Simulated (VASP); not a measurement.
Here is a VASP 6.6.1 calculation.

INCAR

```
PREC = Accurate
ENCUT = 520
EDIFF = 1E-6
ISMEAR = 0
SIGMA = 0.15
LREAL = F
LASPH = T
NELM = 100
ALGO = Fast
ISIF = 2
LWAVE = F
LCHARG = F
GGA = PE
IVDW = 12
NBANDS = 14
```

Contents of KPOINTS:

```
regular mesh
0
Gamma
  16 16 16
```

Contents of POSCAR:

```
Bi
1.0
   -1.6484032883      2.2362439855      1.9937596979
    1.6484032883     -2.2362439855      1.9937596979
    1.6484032883      2.2362439855     -1.9937596979
Bi
1
Direct
    0.0000000000      0.0000000000      0.0000000000
```

Potentials or basis: VASP PAW PBE potentials, release 64 (Bi_d).

Launch:

```bash
$ cat potpaw_PBE.64/Bi_d/POTCAR > POTCAR
$ mpirun -np 1 vasp_std > vasp.out
```

Question: Predict the dispersion energy per atom.

Answer: -0.537 eV.

Question: Estimate the pressure.

Answer: 2.8 GPa.

Stress tensor (GPa, compression positive):
```
5.17 0.00 0.00
0.00 1.03 0.00
0.00 0.00 2.16
```

Caveat: the cell differs from its parent crystal (strain +e along x and -e along y -0.1500, strain +e along z and -e/2 along x and y +0.0175); pairwise dispersion overbinds metals, which lowers pressure and volume.
